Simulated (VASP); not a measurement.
# C in VASP: further runs

Runs on C. Level: PBE+D3(BJ). Tasks: single point.

All numbers are computed with VASP 6.6.1; they aren't measurements. Logs are shortened: lines on timing, memory, paths and dates and some standing lists are left out, and cuts for length are marked.

## 1. The cell of the first run

Symmetry: P6_3/mmc, No. 194, hexagonal system. The conventional cell has a = 2.463 Å, b = 2.463 Å, c = 6.548 Å, α = 90.00°, β = 90.00°, γ = 120.00°. C (site symmetry -6m2) has 3 C at 1.42 Å within 1.9 Å. C (site symmetry -6m2) has 3 C at 1.42 Å within 1.9 Å.

## 2. Single point, PBE+D3(BJ) (8.60 Å³/atom)

The input, INCAR:

```
SYSTEM = C
PREC = Accurate
ENCUT = 520
EDIFF = 1E-6
ISMEAR = 0
SIGMA = 0.1
LREAL = .False.
LASPH = .True.
NELM = 100
ALGO = Normal
ISIF = 2
LWAVE = .False.
LCHARG = .True.
GGA = PE
IVDW = 12
LELF = .True.
LVHAR = .True.
NBANDS = 16
```

The input, KPOINTS:

```
regular mesh
0
Gamma
  18 18 6
  0 0 0
```

The input, POSCAR:

```
C
1.0
    2.4627744429      0.0000000000      0.0000000000
   -1.2313872214      2.1328252314      0.0000000000
    0.0000000000      0.0000000000      6.5479905610
C
4
Direct
    0.0000000000      0.0000000000      0.0025000000
    0.0000000000      0.0000000000      0.5025000000
    0.3333333333      0.6666666667      0.0025000000
    0.6666666667      0.3333333333      0.5025000000
```

Potentials or basis: VASP PAW PBE potentials, release 64 (C).

The run is started by

```bash
> cat potpaw_PBE.64/C/POTCAR > POTCAR
> mpirun -np 1 vasp_std > vasp.out
```

OUTCAR:

```text
SYSTEM = C
   PREC = Accurate
   ENCUT = 520
   EDIFF = 1E-6
   ISMEAR = 0
   LREAL = .False.
   LASPH = .True.
   NELM = 100
   ISIF = 2
   GGA = PE
   IVDW = 12
 IVDW          = 12

 ion  position               nearest neighbor table
   1  0.000  0.000  0.002-   3 1.42   3 1.42   3 1.42
   2  0.000  0.000  0.502-   4 1.42   4 1.42   4 1.42
   3  0.333  0.667  0.002-   1 1.42   1 1.42   1 1.42
   4  0.667  0.333  0.502-   2 1.42   2 1.42   2 1.42

  LATTYP: Found a hexagonal cell.
 ALAT       =     2.4627744429
 C/A-ratio  =     2.6587861425

  Lattice vectors:

 A1 = (   2.4627744429,   0.0000000000,   0.0000000000)
 A2 = (  -1.2313872214,   2.1328252314,   0.0000000000)
 A3 = (   0.0000000000,   0.0000000000,   6.5479905610)

Analysis of symmetry for initial positions (statically):
=====================================================================
 Subroutine PRICEL returns:
 Original cell was already a primitive cell.

 Routine SETGRP: Setting up the symmetry group for a
 hexagonal supercell.

 Subroutine GETGRP returns: Found 24 space group operations
 (whereof  6 operations were pure point group operations)
 out of a pool of 24 trial point group operations.

The static configuration has the point symmetry C_3v.
 The point group associated with its full space group is D_6h.

Analysis of symmetry for dynamics (positions and initial velocities):
=====================================================================
 Subroutine PRICEL returns:
 Original cell was already a primitive cell.

 Routine SETGRP: Setting up the symmetry group for a
 hexagonal supercell.

 Subroutine GETGRP returns: Found 24 space group operations
 (whereof  6 operations were pure point group operations)
 out of a pool of 24 trial point group operations.

The dynamic configuration has the point symmetry C_3v.
 The point group associated with its full space group is D_6h.

 Subroutine INISYM returns: Found 24 space group operations
 (whereof  6 operations are pure point group operations),
 and found     1 'primitive' translations

----------------------------------------------------------------------------------------

                                     Primitive cell

  volume of cell :      34.3944

  direct lattice vectors                    reciprocal lattice vectors
     2.462774443  0.000000000  0.000000000     0.406046117  0.234430835  0.000000000
    -1.231387221  2.132825231  0.000000000     0.000000000  0.468861670  0.000000000
     0.000000000  0.000000000  6.547990561     0.000000000  0.000000000  0.152718607

  length of vectors
     2.462774443  2.462774443  6.547990561     0.468861670  0.468861670  0.152718607

  position of ions in fractional coordinates (direct lattice)
     0.000000000  0.000000000  0.002500000
     0.000000000  0.000000000  0.502500000
     0.333333333  0.666666667  0.002500000
     0.666666667  0.333333333  0.502500000

  ion indices of the primitive-cell ions
   primitive index   ion index
                 1           1
                 2           2
                 3           3
                 4           4

----------------------------------------------------------------------------------------

 KPOINTS: regular mesh

Automatic generation of k-mesh.
 Grid dimensions read from file:
 generate k-points for:   18   18    6

 Generating k-lattice:

  Cartesian coordinates                     Fractional coordinates (reciprocal lattice)
     0.022558118  0.013023935  0.000000000     0.055555556  0.000000000  0.000000000
     0.000000000  0.026047871  0.000000000     0.000000000  0.055555556  0.000000000
     0.000000000  0.000000000  0.025453101     0.000000000  0.000000000  0.166666667

  Length of vectors
     0.026047871  0.026047871  0.025453101

  Shift w.r.t. Gamma in fractional coordinates (k-lattice)
     0.000000000  0.000000000  0.000000000

 Subroutine IBZKPT returns following result:
 ===========================================

 Found    148 irreducible k-points:

 Following reciprocal coordinates:
            Coordinates               Weight
  0.000000  0.000000  0.000000      1.000000
  0.055556 -0.000000  0.000000      6.000000
  0.111111 -0.000000  0.000000      6.000000
  0.166667  0.000000  0.000000      6.000000
  0.222222 -0.000000  0.000000      6.000000
  0.277778  0.000000  0.000000      6.000000
[... 16 lines left out ...]
  0.333333  0.111111  0.000000     12.000000
  0.388889  0.111111  0.000000     12.000000
 [... further k-points ...]
   k-points           NKPTS =    148   k-points in BZ     NKDIM =    148   number of bands    NBANDS=     16
   number of dos      NEDOS =    301   number of ions     NIONS =      4
   total plane-waves  NPLWV =  16200
   dimension x,y,z NGX =    18 NGY =   18 NGZ =   50
   dimension x,y,z NGXF=    36 NGYF=   36 NGZF=  100
   ions per type =               4
   NGX,Y,Z   is equivalent  to a cutoff of  12.15, 12.15, 12.69 a.u.
   NGXF,Y,Z  is equivalent  to a cutoff of  24.30, 24.30, 25.39 a.u.
 SYSTEM =  C
   PREC   = accura    normal or accurate (medium, high low for compatibility)
   ISTART =      0    job   : 0-new  1-cont  2-samecut
   ICHARG =      2    charge: 1-file 2-atom 10-const
   ISPIN  =      1    spin polarized calculation?
   LNONCOLLINEAR =      F non collinear calculations
   LSORBIT =      F    spin-orbit coupling
   LASPH  =      T    aspherical Exc in radial PAW
   ENCUT  =  520.0 eV  38.22 Ry    6.18 a.u.   4.58  4.58 12.17*2*pi/ulx,y,z
   NELM   =    100;   NELMIN=  2; NELMDL= -5     # of ELM steps
   EDIFF  = 0.1E-05   stopping-criterion for ELM
   LREAL  =      F    real-space projection
   EDIFFG = 0.1E-04   stopping-criterion for IOM
   NSW    =      0    number of steps for IOM
   IBRION =     -1    ionic relax: 0-MD 1-quasi-New 2-CG
   NFREE  =      0    steps in history (QN), initial steepest desc. (CG)
   ISIF   =      2    stress and relaxation
   ISYM   =      2    0-nonsym 1-usesym 2-fastsym
   POTIM  = 0.5000    time-step for ionic-motion
   TEBEG  =    0.0;   TEEND  =   0.0 temperature during run
   PSTRESS=    0.0 pullay stress
   NELECT =      16.0000    total number of electrons
   NUPDOWN=      -1.0000    fix difference up-down
   EMIN   =  10.00;   EMAX   =-10.00  energy-range for DOS
   EFERMI =   0.00;   METHOD = LEGACY
   ISMEAR =     0;   SIGMA  =   0.10  broadening in eV -4-tet -1-fermi 0-gaus
   EFERMI_NEDOS =   21; number of points for ismear=-14 and -15
   IALGO  =     38    algorithm
   IMIX   =      4    mixing-type and parameters
     AMIX     =   0.40;   BMIX     =  1.00
     AMIX_MAG =   1.60;   BMIX_MAG =  1.00
  volume/ion in A,a.u.               =       8.60        58.03
  Fermi-wavevector in a.u.,A,eV,Ry     =   1.268486  2.397090 21.892529  1.609055
  Thomas-Fermi vector in A             =   2.401578
   LORBIT       =      0    0 simple, 1 ext, 2 COOP (PROOUT), +10 PAW based schemes
   GGA     = PE    functional components
   LHFCALC =     F    Hartree Fock is set to
   AEXX    =    0.0000 exact exchange contribution
   IVDW    =    12    specifies the selected vdW correction
   LEPSILON=     F    determine dielectric tensor
   LRPA    =     F    only Hartree local field effects (RPA)
 non-spin polarized calculation
 Gauss-broadening in eV      SIGMA  =   0.10
  energy-cutoff  :      520.00
  volume of cell :       34.39
 maximum number of plane-waves:       944
   NGX =  9   NGY =  9   NGZ = 25

 number of electron      15.9999995 magnetization

 Free energy of the ion-electron system (eV)
  ---------------------------------------------------
  ext. energy  EPLUGINS =         0.00000000
  ---------------------------------------------------
  free energy    TOTEN  =       -36.82133557 eV

  energy without entropy =      -36.82053970  energy(sigma->0) =      -36.82093764

 E-fermi :   4.9020     XC(G=0): -10.4983

 val. band max:        4.8998096704   @ k =   0.3333   0.3333   0.5000
 cond. band min:       4.9134405843   @ k =   0.3333   0.3333   0.3333
 fundamental gap:      0.0136309139
 Fermi energy:         4.9020430021

 k-point     1 :       0.0000    0.0000    0.0000
  band No.  band energies     occupation
      1     -14.7891      2.00000
      2     -14.4279      2.00000
      3      -3.7271      2.00000
      4      -1.5063      2.00000
      5       1.8982      2.00000
      6       1.8982      2.00000
[... 8 lines left out ...]
     15      16.2919      0.00000
     16      16.5405      0.00000

 k-point     2 :       0.0556   -0.0000    0.0000
  band No.  band energies     occupation
      1     -14.7153      2.00000
      2     -14.3556      2.00000
      3      -3.6373      2.00000
      4      -1.4229      2.00000
      5       1.5951      2.00000
      6       1.6280      2.00000
[... 8 lines left out ...]
     15      16.1646      0.00000
     16      16.2939      0.00000

 k-point     3 :       0.1111   -0.0000    0.0000
  band No.  band energies     occupation
      1     -14.4939      2.00000
      2     -14.1388      2.00000
      3      -3.3685      2.00000
      4      -1.1737      2.00000
      5       0.7651      2.00000
      6       0.8191      2.00000
[... 8 lines left out ...]
     15      15.5898      0.00000
     16      16.3452      0.00000

 k-point     4 :       0.1667    0.0000    0.0000
  band No.  band energies     occupation
      1     -14.1260      2.00000
      2     -13.7787      2.00000
      3      -2.9234      2.00000
      4      -0.7630      2.00000
      5      -0.4249      2.00000
      6      -0.3447      2.00000
[... 8 lines left out ...]
     15      15.8594      0.00000
     16      16.6547      0.00000
[... 324 lines left out ...]
 k-point    22 :       0.2778    0.1111    0.0000
  band No.  band energies     occupation
      1     -11.9574      2.00000
      2     -11.6560      2.00000
      3      -4.6853      2.00000
      4      -4.5326      2.00000
      5      -1.7521      2.00000
      6      -1.6661      2.00000
[... 8 lines left out ...]
     15      18.4879      0.00000
     16      19.4610      0.00000

 k-point    23 :       0.3333    0.1111    0.0000
  band No.  band energies     occupation
      1     -11.0456      2.00000
      2     -10.7644      2.00000
      3      -6.0762      2.00000
      4      -5.8955      2.00000
      5      -2.1258      2.00000
      6      -2.0336      2.00000
[... 8 lines left out ...]
     15      18.6783      0.00000
     16      19.7477      0.00000

 k-point    24 :       0.3889    0.1111    0.0000
  band No.  band energies     occupation
      1     -10.0369      2.00000
      2      -9.7854      2.00000
      3      -7.3772      2.00000
      4      -7.1806      2.00000
      5      -2.3522      2.00000
      6      -2.2567      2.00000
[... 8 lines left out ...]
     15      18.3441      0.00000
     16      19.1453      0.00000

 [... further k-points ...]

------------------------ aborting loop because EDIFF is reached ----------------------------------------

 Edisp (eV)   -0.64390

 E8    (eV) :    -0.1831

  FORCE on cell =-STRESS in cart. coord.  units (eV):
  Direction    XX          YY          ZZ          XY          YZ          ZX
  --------------------------------------------------------------------------------------
  -------------------------------------------------------------------------------------
  Total       0.39762     0.39762     0.22355     0.00000    -0.00000    -0.00000
  in kB      18.52235    18.52235    10.41349     0.00000    -0.00000    -0.00000
  external pressure =       15.82 kB  Pullay stress =        0.00 kB

 VOLUME and BASIS-vectors are now :
 -----------------------------------------------------------------------------
  energy-cutoff  :      520.00
  volume of cell :       34.39
      direct lattice vectors                 reciprocal lattice vectors
     2.462774443  0.000000000  0.000000000     0.406046117  0.234430835  0.000000000
    -1.231387221  2.132825231  0.000000000     0.000000000  0.468861670  0.000000000
     0.000000000  0.000000000  6.547990561     0.000000000  0.000000000  0.152718607

 POSITION                                       TOTAL-FORCE (eV/Angst)
 -----------------------------------------------------------------------------------
      0.00000      0.00000      0.01637         0.000000     -0.000000      0.000000
      0.00000      0.00000      3.29037        -0.000000      0.000000     -0.000000
     -0.00000      1.42188      0.01637        -0.000000     -0.000000      0.000000
      1.23139      0.71094      3.29037         0.000000      0.000000      0.000000
 -----------------------------------------------------------------------------------
    total drift:                               -0.000000     -0.000000      0.000011

  FREE ENERGIE OF THE ION-ELECTRON SYSTEM (eV)
  ---------------------------------------------------
  free  energy   TOTEN  =       -37.4652352785 eV

  energy  without entropy=      -37.4644394089  energy(sigma->0) =      -37.46483734
```

Run time: 97 s. Hardware: 1 thread of Intel Xeon 8259CL, shared host; peak memory 0.19 GiB.

What came out:

| Quantity | Value |
| --- | --- |
| Free energy | -37.4652 eV |
| Pressure | 1.6 GPa |
| Band gap on the k mesh | zero (bands 8 and 9 overlap by 0.03 eV) |
| Dispersion energy per atom | -0.161 eV |

## 3. Single point, PBE+D3(BJ)

This run uses another cell than the first one, of 8.97 Å³/atom.

The input, INCAR:

```
PREC = Accurate
ENCUT = 520
EDIFF = 1E-7
ISMEAR = 0
SIGMA = 0.1
LREAL = False
LASPH = True
NELM = 100
ALGO = Normal
ISIF = 2
LWAVE = False
LCHARG = False
GGA = PE
IVDW = 12
NBANDS = 16
```

The input, KPOINTS:

```
regular mesh
0
Gamma
  18 18 6
```

The input, POSCAR:

```
C
1.0
    2.4699988104      0.0000000000      0.0000000000
   -1.2349994052      2.1390817171      0.0000000000
    0.0000000000      0.0000000000      6.7900000000
C
4
Direct
    0.0000000000      0.0000000000      0.0000000000
    0.0000000000      0.0000000000      0.5000000000
    0.3333333333      0.6666666667      0.0050000000
    0.6666666667      0.3333333333      0.5050000000
```

Potentials or basis: VASP PAW PBE potentials, release 64 (C).

The run is started by

```bash
> cat potpaw_PBE.64/C/POTCAR > POTCAR
> mpirun -np 1 vasp_std > vasp.out
```

Wall time 1.8 min (1 thread of Intel Xeon 8259CL, shared host); peak memory 0.19 GiB.

The run converged. Its results:

```yaml
Free_energy: -37.4495 eV
Pressure: -1.4 GPa
Largest_force: 0.567 eV/Å
Band_gap_on_the_k_mesh: zero (bands 8 and 9 overlap by 0.02 eV)
Dispersion_energy_per_atom: -0.154 eV
```

Forces on the atoms (eV/Å):
```
C    0.000  0.000  0.567
C    0.000  0.000  0.567
C    0.000  0.000 -0.567
C    0.000  0.000 -0.567
```

Stress tensor (GPa, compression positive):
```
-1.91  0.00  0.00
 0.00 -1.91  0.00
 0.00  0.00 -0.48
```

Levels at points of the mesh, in eV from the Fermi level:
```tsv
k point	band 4	band 5	band 6	band 7	band 8	band 9	band 10	band 11	band 12	band 13
(0.00, 0.00, 0.00)	-6.56	-3.01	-3.01	-2.99	-2.99	4.19	8.29	8.29	8.34	8.34
(0.50, 0.00, 0.00)	-13.12	-6.38	-6.33	-2.72	-2.07	1.50	2.15	7.17	7.53	11.21
(0.00, 0.00, 0.50)	-7.58	-3.00	-3.00	-3.00	-3.00	6.74	6.74	8.31	8.31	8.31
(0.50, 0.00, 0.50)	-13.17	-6.36	-6.36	-2.34	-2.34	1.65	1.65	7.35	7.35	12.48
```

## 4. Single point, PBE+D3(BJ) (9.13 Å³/atom)

This run uses another cell than the first one, of 9.13 Å³/atom.

The input, INCAR:

```
SYSTEM = C
  PREC = Accurate
  ENCUT = 520
  EDIFF = 1E-6
  ISMEAR = 0
  SIGMA = 0.1
  LREAL = .False.
  LASPH = .True.
  NELM = 100
  ALGO = Normal
  ISIF = 2
  LWAVE = .False.
  LCHARG = .False.
  GGA = PE
  IVDW = 12
  NBANDS = 16
```

The input, KPOINTS:

```
Automatic mesh
0
Gamma
  18 18 6
  0 0 0
```

The input, POSCAR:

```
C
1.0
    2.4666393584      0.0000000000      0.0000000000
   -1.2333196792      2.1361723464      0.0000000000
    0.0000000000      0.0000000000      6.9312489459
C
4
Direct
    0.0000000000      0.0000000000      0.0025000000
    0.0000000000      0.0000000000      0.5025000000
    0.3333333333      0.6666666667      0.0025000000
    0.6666666667      0.3333333333      0.5025000000
```

The run is started by

```bash
> cat potpaw_PBE.64/C/POTCAR > POTCAR
> mpirun -np 1 vasp_std > vasp.out
```

It took 1.7 min on 1 thread of Intel Xeon 8259CL, shared host; peak memory 0.19 GiB.

It converged, with:

| Item | Value |
| --- | --- |
| Free energy | -37.4669 eV |
| Pressure | -0.4 GPa |
| Band gap on the k mesh | zero (bands 8 and 9 overlap by 0.02 eV) |
| Dispersion energy per atom | -0.150 eV |

Stress tensor (GPa, compression positive):
```
-0.10  0.00  0.00
 0.00 -0.10  0.00
 0.00  0.00 -0.88
```

Levels at points of the mesh, in eV from the Fermi level:
```tsv
k point	band 4	band 5	band 6	band 7	band 8	band 9	band 10	band 11	band 12	band 13
(0.00, 0.00, 0.00)	-6.71	-3.02	-3.02	-3.01	-3.01	4.04	8.31	8.31	8.35	8.35
(0.50, 0.00, 0.00)	-13.17	-6.41	-6.37	-2.68	-2.11	1.51	2.10	7.23	7.54	11.13
(0.00, 0.00, 0.50)	-7.61	-3.01	-3.01	-3.01	-3.01	6.44	6.44	8.33	8.33	8.33
(0.50, 0.00, 0.50)	-13.21	-6.39	-6.39	-2.35	-2.35	1.66	1.66	7.38	7.38	12.37
```

[end of part 1 of 2]
